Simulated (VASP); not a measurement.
# PbSe (P1) in VASP: a series of runs

The runs below take PbSe through single point, with PBE.

All numbers are computed with VASP 6.6.1; they aren't measurements. Logs are shortened: lines on timing, memory, paths and dates and some standing lists are left out, and cuts for length are marked.

## 1. The cell of the first run

The typed cell holds 4 atoms: a = 7.523 Å, b = 4.366 Å, c = 4.386 Å, α = 59.87°, β = 73.41°, γ = 90.06°.

## 2. Single point, PBE

Contents of INCAR:

```
SYSTEM = PbSe
PREC = Accurate ; ENCUT = 500
EDIFF = 1E-6 ; ISMEAR = 1
SIGMA = 0.15 ; LREAL = .False.
LASPH = .True. ; NELM = 120
ALGO = Normal ; ISIF = 2
LWAVE = .False. ; LCHARG = .False.
GGA = PE ; NBANDS = 28
GGA_COMPAT = .False.
```

Contents of KPOINTS:

```
Automatic mesh
0
Gamma
  3 5 5
  0.5 0 0
```

Contents of POSCAR:

```
PbSe
1.0
   -3.0737574200      6.1428419600      3.0681215600
    3.0950588100      0.0052137300      3.0789965100
    3.1091819400      3.0935874400     -0.0089083900
Pb Se
2 2
Direct
    0.0162950000      0.0592250000      0.9975630000
    0.4763770000      0.3856120000      0.0295150000
    0.2573550000      0.7989320000      0.5377080000
    0.7539810000      0.2642990000      0.4924530000
```

Potentials or basis: VASP PAW PBE potentials, release 64 (Pb_d, Se).

On the command line:

```console
cat potpaw_PBE.64/Pb_d/POTCAR potpaw_PBE.64/Se/POTCAR > POTCAR
mpirun -np 1 vasp_std > vasp.out
```

OUTCAR:

```text
SYSTEM = PbSe
   PREC = Accurate
   ENCUT = 500
   EDIFF = 1E-6
   ISMEAR = 1
   LREAL = .False.
   LASPH = .True.
   NELM = 120
   ISIF = 2
   GGA = PE

 ion  position               nearest neighbor table
   1  0.016  0.059  0.998-   3 2.98   4 2.99   3 3.02   3 3.15   4 3.18   4 3.26   2 3.81
   2  0.476  0.386  0.030-   3 2.53   4 2.94   3 2.96   4 3.18   1 3.81
   3  0.257  0.799  0.538-   2 2.53   2 2.96   1 2.98   1 3.02   1 3.15
   4  0.754  0.264  0.492-   2 2.94   1 2.99   2 3.18   1 3.18   1 3.26

  LATTYP: Found a triclinic cell.
 ALAT       =     4.3860431991
 B/A-ratio  =     0.9957292115
 C/A-ratio  =     1.9822027435
 COS(alpha) =     0.0001600861
 COS(beta)  =     0.4990776379
 COS(gamma) =     0.5025040526

  Lattice vectors:

 A1 = (   3.1091819400,   3.0935874400,  -0.0089083900)
 A2 = (   0.0141231300,   3.0883737100,  -3.0879049000)
 A3 = (   0.0213013900,   6.1480556900,   6.1471180700)

Analysis of symmetry for initial positions (statically):
=====================================================================
 Subroutine PRICEL returns:
 Original cell was already a primitive cell.

 Routine SETGRP: Setting up the symmetry group for a
 triclinic supercell.

 Subroutine GETGRP returns: Found  1 space group operations
 (whereof  1 operations were pure point group operations)
 out of a pool of  2 trial point group operations.

The static configuration has the point symmetry C_1 .

Analysis of symmetry for dynamics (positions and initial velocities):
=====================================================================
 Subroutine PRICEL returns:
 Original cell was already a primitive cell.

 Routine SETGRP: Setting up the symmetry group for a
 triclinic supercell.

 Subroutine GETGRP returns: Found  1 space group operations
 (whereof  1 operations were pure point group operations)
 out of a pool of  2 trial point group operations.

The dynamic configuration has the point symmetry C_1 .

 Subroutine INISYM returns: Found  1 space group operations
 (whereof  1 operations are pure point group operations),
 and found     1 'primitive' translations

----------------------------------------------------------------------------------------

                                     Primitive cell

  volume of cell :     117.5809

  direct lattice vectors                    reciprocal lattice vectors
    -3.073757420  6.142841960  3.068121560    -0.081009661  0.081652120  0.081294003
     3.095058810  0.005213730  3.078996510     0.081188549 -0.080897181  0.243306039
     3.109181940  3.093587440 -0.008908390     0.160721576  0.161251530 -0.161833068

  length of vectors
     7.523022127  4.365734271  4.386043199     0.140848674  0.268949368  0.279326731

  position of ions in fractional coordinates (direct lattice)
     0.016295000  0.059225000  0.997563000
     0.476377000  0.385612000  0.029515000
     0.257355000  0.798932000  0.537708000
     0.753981000  0.264299000  0.492453000

  ion indices of the primitive-cell ions
   primitive index   ion index
                 1           1
                 2           2
                 3           3
                 4           4

----------------------------------------------------------------------------------------

 KPOINTS: Automatic mesh

Automatic generation of k-mesh.
 Grid dimensions read from file:
 generate k-points for:    3    5    5

 Generating k-lattice:

  Cartesian coordinates                     Fractional coordinates (reciprocal lattice)
    -0.027003220  0.027217373  0.027098001     0.333333333 -0.000000000 -0.000000000
     0.016237710 -0.016179436  0.048661208     0.000000000  0.200000000  0.000000000
     0.032144315  0.032250306 -0.032366614    -0.000000000 -0.000000000  0.200000000

  Length of vectors
     0.046949558  0.053789874  0.055865346

  Shift w.r.t. Gamma in fractional coordinates (k-lattice)
     0.500000000  0.000000000  0.000000000

 Subroutine IBZKPT returns following result:
 ===========================================

 Found     38 irreducible k-points:

 Following reciprocal coordinates:
            Coordinates               Weight
  0.166667  0.000000  0.000000      2.000000
  0.500000  0.000000  0.000000      1.000000
  0.166667  0.200000  0.000000      2.000000
  0.500000  0.200000  0.000000      2.000000
 -0.166667  0.200000  0.000000      2.000000
  0.166667  0.400000  0.000000      2.000000
[... 16 lines left out ...]
 -0.166667 -0.200000  0.200000      2.000000
  0.166667  0.000000  0.400000      2.000000
 [... further k-points ...]
   k-points           NKPTS =     38   k-points in BZ     NKDIM =     38   number of bands    NBANDS=     28
   number of dos      NEDOS =    301   number of ions     NIONS =      4
   total plane-waves  NPLWV =  57344
   dimension x,y,z NGX =    56 NGY =   32 NGZ =   32
   dimension x,y,z NGXF=   112 NGYF=   64 NGZF=   64
   ions per type =               2   2
   NGX,Y,Z   is equivalent  to a cutoff of  12.38, 12.19, 12.13 a.u.
   NGXF,Y,Z  is equivalent  to a cutoff of  24.75, 24.37, 24.26 a.u.
 SYSTEM =  PbSe
   PREC   = accura    normal or accurate (medium, high low for compatibility)
   ISTART =      0    job   : 0-new  1-cont  2-samecut
   ICHARG =      2    charge: 1-file 2-atom 10-const
   ISPIN  =      1    spin polarized calculation?
   LNONCOLLINEAR =      F non collinear calculations
   LSORBIT =      F    spin-orbit coupling
   LASPH  =      T    aspherical Exc in radial PAW
   ENCUT  =  500.0 eV  36.75 Ry    6.06 a.u.  13.72  7.96  8.00*2*pi/ulx,y,z
   NELM   =    120;   NELMIN=  2; NELMDL= -5     # of ELM steps
   EDIFF  = 0.1E-05   stopping-criterion for ELM
   LREAL  =      F    real-space projection
   EDIFFG = 0.1E-04   stopping-criterion for IOM
   NSW    =      0    number of steps for IOM
   IBRION =     -1    ionic relax: 0-MD 1-quasi-New 2-CG
   NFREE  =      0    steps in history (QN), initial steepest desc. (CG)
   ISIF   =      2    stress and relaxation
   ISYM   =      2    0-nonsym 1-usesym 2-fastsym
   POTIM  = 0.5000    time-step for ionic-motion
   TEBEG  =    0.0;   TEEND  =   0.0 temperature during run
   PSTRESS=    0.0 pullay stress
   NELECT =      40.0000    total number of electrons
   NUPDOWN=      -1.0000    fix difference up-down
   EMIN   =  10.00;   EMAX   =-10.00  energy-range for DOS
   EFERMI =   0.00;   METHOD = LEGACY
   ISMEAR =     1;   SIGMA  =   0.15  broadening in eV -4-tet -1-fermi 0-gaus
   EFERMI_NEDOS =   21; number of points for ismear=-14 and -15
   IALGO  =     38    algorithm
   IMIX   =      4    mixing-type and parameters
     AMIX     =   0.40;   BMIX     =  1.00
     AMIX_MAG =   1.60;   BMIX_MAG =  1.00
  volume/ion in A,a.u.               =      29.40       198.37
  Fermi-wavevector in a.u.,A,eV,Ry     =   1.142832  2.159640 17.770104  1.306066
  Thomas-Fermi vector in A             =   2.279529
   LORBIT       =      0    0 simple, 1 ext, 2 COOP (PROOUT), +10 PAW based schemes
   GGA     = PE    functional components
   LHFCALC =     F    Hartree Fock is set to
   AEXX    =    0.0000 exact exchange contribution
   IVDW    =     0    specifies the selected vdW correction
   LEPSILON=     F    determine dielectric tensor
   LRPA    =     F    only Hartree local field effects (RPA)
 non-spin polarized calculation
 Methfessel and Paxton  Order N= 1 SIGMA  =   0.15
  energy-cutoff  :      500.00
  volume of cell :      117.58
 maximum number of plane-waves:      3003
 NGX is ok and might be reduce to    56
   NGX = 27   NGY = 15   NGZ = 15

 number of electron      40.0000002 magnetization

 Free energy of the ion-electron system (eV)
  ---------------------------------------------------
  ext. energy  EPLUGINS =         0.00000000
  ---------------------------------------------------
  free energy    TOTEN  =       -15.65749897 eV

  energy without entropy =      -15.65916029  energy(sigma->0) =      -15.65805274

 E-fermi :   4.5573     XC(G=0):  -9.3797

 val. band max:        4.4759934364   @ k =   0.5000   0.4000  -0.0000
 cond. band min:       5.4234551270   @ k =   0.1667   0.0000   0.0000
 fundamental gap:      0.9474616906
 Fermi energy:         4.5572536485

 k-point     1 :       0.1667    0.0000    0.0000
  band No.  band energies     occupation
      1     -12.2004      2.00000
      2     -12.1154      2.00000
      3     -12.1137      2.00000
      4     -12.1053      2.00000
      5     -12.0881      2.00000
      6     -12.0834      2.00000
[... 20 lines left out ...]
     27      11.0126      0.00000
     28      11.4897      0.00000

 k-point     2 :       0.5000    0.0000    0.0000
  band No.  band energies     occupation
      1     -12.2014      2.00000
      2     -12.1156      2.00000
      3     -12.1128      2.00000
      4     -12.1065      2.00000
      5     -12.0912      2.00000
      6     -12.0821      2.00000
[... 20 lines left out ...]
     27      10.7725      0.00000
     28      11.7429      0.00000

 k-point     3 :       0.1667    0.2000    0.0000
  band No.  band energies     occupation
      1     -12.2329      2.00000
      2     -12.1175      2.00000
      3     -12.1108      2.00000
      4     -12.1033      2.00000
      5     -12.0926      2.00000
      6     -12.0794      2.00000
[... 20 lines left out ...]
     27      10.2275      0.00000
     28      12.2380      0.00000

 k-point     4 :       0.5000    0.2000    0.0000
  band No.  band energies     occupation
      1     -12.2371      2.00000
      2     -12.1158      2.00000
      3     -12.1106      2.00000
      4     -12.1029      2.00000
      5     -12.0947      2.00000
      6     -12.0808      2.00000
[... 578 lines left out ...]
     27      11.1751      0.00000
     28      11.3761      0.00000

 k-point    23 :      -0.1667   -0.2000    0.2000
  band No.  band energies     occupation
      1     -12.2731      2.00000
      2     -12.1257      2.00000
      3     -12.1102      2.00000
      4     -12.0923      2.00000
      5     -12.0901      2.00000
      6     -12.0804      2.00000
[... 20 lines left out ...]
     27      10.7255      0.00000
     28      11.6843      0.00000

 k-point    24 :       0.1667    0.0000    0.4000
  band No.  band energies     occupation
      1     -12.2751      2.00000
      2     -12.1265      2.00000
      3     -12.1103      2.00000
      4     -12.0948      2.00000
      5     -12.0932      2.00000
      6     -12.0677      2.00000
[... 20 lines left out ...]
     27      10.7159      0.00000
     28      12.0098      0.00000

 [... further k-points ...]
[... 5 lines left out ...]
  --------------------------------------------------------------------------------------
  -------------------------------------------------------------------------------------
  Total        2.1723383      1.1063029      6.6316505     -0.2428103     -0.6122274     -0.7863433
  in kB       29.6006434     15.0746671     90.3639730     -3.3085739     -8.3423118    -10.7148451
  external PRESSURE =      45.0130945 kB  Pullay stress =       0.0000000 kB

 VOLUME and BASIS-vectors are now :
 -----------------------------------------------------------------------------
  energy-cutoff  :      500.00
  volume of cell :      117.58
      direct lattice vectors                 reciprocal lattice vectors
    -3.073757420  6.142841960  3.068121560    -0.081009661  0.081652120  0.081294003
     3.095058810  0.005213730  3.078996510     0.081188549 -0.080897181  0.243306039
     3.109181940  3.093587440 -0.008908390     0.160721576  0.161251530 -0.161833068

 POSITION                                       TOTAL-FORCE (eV/Angst)
 -----------------------------------------------------------------------------------
      3.23482      3.18645      0.22346         0.345959     -0.537083     -0.878670
     -0.17901      3.01963      2.64862        -0.475534      0.622070      2.832863
      3.35353      3.24850      3.24472        -0.055688     -0.270095     -2.206727
      0.03159      6.15641      3.12269         0.185263      0.185108      0.252534
 -----------------------------------------------------------------------------------
    total drift:                                0.000261     -0.000238      0.000190

  FREE ENERGIE OF THE ION-ELECTRON SYSTEM (eV)
  ---------------------------------------------------
  free  energy   TOTEN  =       -15.6574989698 eV

  energy  without entropy=      -15.6591602865  energy(sigma->0) =      -15.65805274
```

Wall time 98 s (1 thread of Oxide Virtual Turin-like, shared host); peak memory 0.24 GiB.

Results:

```
Free energy            : -15.6575 eV
Pressure               : 4.5 GPa
Largest force          : 2.939 eV/Å
Band gap on the k mesh : 0.95 eV (least direct gap 1.04 eV)
```

Forces on the atoms (eV/Å):
```
Pb   0.346 -0.537 -0.879
Pb  -0.476  0.622  2.833
Se  -0.056 -0.270 -2.207
Se   0.185  0.185  0.253
```

Levels at points of the mesh, in eV from the valence-band top:
| k point | band 17 | band 18 | band 19 | band 20 | band 21 | band 22 | band 23 | band 24 |
| --- | --- | --- | --- | --- | --- | --- | --- | --- |
| (0.50, 0.00, 0.00) | -1.07 | -0.91 | -0.68 | -0.53 | 2.20 | 2.51 | 2.76 | 3.05 |

Caveat: the stress differs along the axes, from 2 to 9 GPa; spin-orbit coupling is left out, which moves the levels of the heavy elements; a shifted mesh leaves out Γ, where band edges can lie; forces of over 1 eV/Å act on the atoms, so gaps and moduli don't describe the material at rest. A k mesh can miss the band edges.

## 3. Single point, PBE, collinear spin

Contents of INCAR:

```
SYSTEM = PbSe
PREC     = Accurate       ! precision mode
ENCUT    = 500            ! plane-wave cutoff, eV
EDIFF    = 1E-6           ! SCF threshold, eV
ISMEAR   = -1             ! smearing method
SIGMA    = 0.0201         ! smearing width, eV
LREAL    = .False.        ! projectors in reciprocal space
LASPH    = .True.         ! aspherical terms in the spheres
NELM     = 200            ! most SCF steps
ALGO     = Normal         ! electronic algorithm
ISIF     = 2              ! what is computed and relaxed
LWAVE    = .False.        ! write WAVECAR
LCHARG   = .False.        ! write CHGCAR
ISPIN    = 2              ! spin polarisation
MAGMOM   = 0.2 0.2 0.2 0.2 ! initial moments
LORBIT   = 11             ! projections on sites
GGA      = PE             ! functional
NBANDS   = 32             ! bands
GGA_COMPAT= .False.
```

KPOINTS is that of step 2.

POSCAR is that of step 2.

Potentials or basis: VASP PAW PBE potentials, release 64 (Pb_d, Se).

On the command line:

```console
cat potpaw_PBE.64/Pb_d/POTCAR potpaw_PBE.64/Se/POTCAR > POTCAR
mpirun -np 1 vasp_std > vasp.out
```

It took 4.8 min on 1 thread of Oxide Virtual Turin-like, shared host; peak memory 0.36 GiB.

It converged, with:

```yaml
Free_energy: -15.6584 eV
Pressure: 4.5 GPa
Largest_force: 2.940 eV/Å
Band_gap_on_the_k_mesh: 0.95 eV (least direct gap 1.04 eV)
Net_moment: 0.00 μB per cell
Valence_electrons_inside_the_program's_atomic_spheres: Pb 11.85, 11.94; Se 3.88, 3.79
```

Forces on the atoms (eV/Å):
```
Pb   0.343 -0.534 -0.882
Pb  -0.478  0.625  2.833
Se  -0.053 -0.272 -2.205
Se   0.188  0.182  0.254
```

Stress tensor (GPa, compression positive):
```
 2.98 -0.32 -1.09
-0.32  1.52 -0.82
-1.09 -0.82  9.04
```

Levels at points of the mesh, in eV from the valence-band top:
Spin up:
```tsv
k point	band 17	band 18	band 19	band 20	band 21	band 22	band 23	band 24
(0.50, 0.00, 0.00)	-1.07	-0.91	-0.68	-0.53	2.20	2.51	2.76	3.05
```
Spin down:
```tsv
k point	band 17	band 18	band 19	band 20	band 21	band 22	band 23	band 24
(0.50, 0.00, 0.00)	-1.07	-0.91	-0.68	-0.53	2.20	2.51	2.76	3.05
```

Caveat: the stress differs along the axes, from 2 to 9 GPa; spin-orbit coupling is left out, which moves the levels of the heavy elements; a shifted mesh leaves out Γ, where band edges can lie; forces of over 1 eV/Å act on the atoms, so gaps and moduli don't describe the material at rest.
